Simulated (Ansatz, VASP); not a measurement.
## Y2Ga: VASP beside Ansatz

```
Y Ga
1.0
     5.43351    0.00000    0.00000
     0.00000    5.43351    0.00000
     0.00000    0.00000    5.43351
Y Ga
4 2
Direct
  0.25000 0.25000 0.25000
  0.25000 0.75000 0.75000
  0.75000 0.75000 0.25000
  0.75000 0.25000 0.75000
  0.00000 0.00000 0.00000
  0.50000 0.50000 0.50000
```

Alike in both runs: task relaxation of cell and atoms; functional PBE; k mesh 4 × 4 × 4; occupations gaussian, width 0.1 eV; no spin polarisation.

```csv
,VASP,Ansatz
version,VASP 6.6.1,Ansatz 0.2.0
potentials or method,"VASP PAW PBE potentials, release 64 (Y_sv, Ga_d), cutoff 500 eV","scalar-relativistic, plane waves, PAW"
valence electrons in the cell,70,70
```

VASP gave:

```
gap on the k mesh at the Fermi level, each at its own relaxed structure (eV) : none
relaxed volume (Å³/atom)                                                     : 38.85
relaxed cell length with the largest relative difference (Å)                 : 6.154
```

**Question.** What did Ansatz give for the same quantities?

**Answer.** gap on the k mesh at the Fermi level, each at its own relaxed structure (eV): none; relaxed volume (Å³/atom): 38.44; relaxed cell length with the largest relative difference (Å): 6.132.

A gap of «none» marks a metal or a gap that the smearing closes.

Noted on VASP's run: the volume moved by over 15 % at a fixed basis, so the end points are rough.
